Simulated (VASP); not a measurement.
Here is a VASP 6.6.1 calculation.

File INCAR:

```
SYSTEM = LiF
PREC = Accurate
ENCUT = 520
EDIFF = 1E-6
ISMEAR = -1
SIGMA = 0.03
LREAL = .FALSE.
LASPH = .TRUE.
NELM = 60
ALGO = Normal
ISIF = 2
LWAVE = .FALSE.
LCHARG = .FALSE.
NBANDS = 12
```

Contents of KPOINTS:

```
Automatic mesh
0
G
  10 10 10
  0 0 0
```

File POSCAR:

```
LiF
1.0
   -0.0402800000      1.9938600000      1.9938600000
    1.9938600000     -0.0402800000      1.9938600000
    1.9938600000      1.9938600000     -0.0402800000
Li F
1 1
Direct
    0.0000000000      0.0000000000      0.0000000000
    0.5000000000      0.5000000000      0.5000000000
```

Potentials or basis: VASP PAW LDA potentials, release 64 (Li_sv, F).

Command:

```sh
$ cat potpaw_LDA.64/Li_sv/POTCAR potpaw_LDA.64/F/POTCAR > POTCAR
$ mpirun -np 1 vasp_std > vasp.out
```

Question: What does it give for the band gap on the k mesh?

Answer: 8.73 eV, direct.

Caveat: the cell differs from its parent crystal (equal xy, yz and zx shear strains of -2 %). A k mesh can miss the band edges.
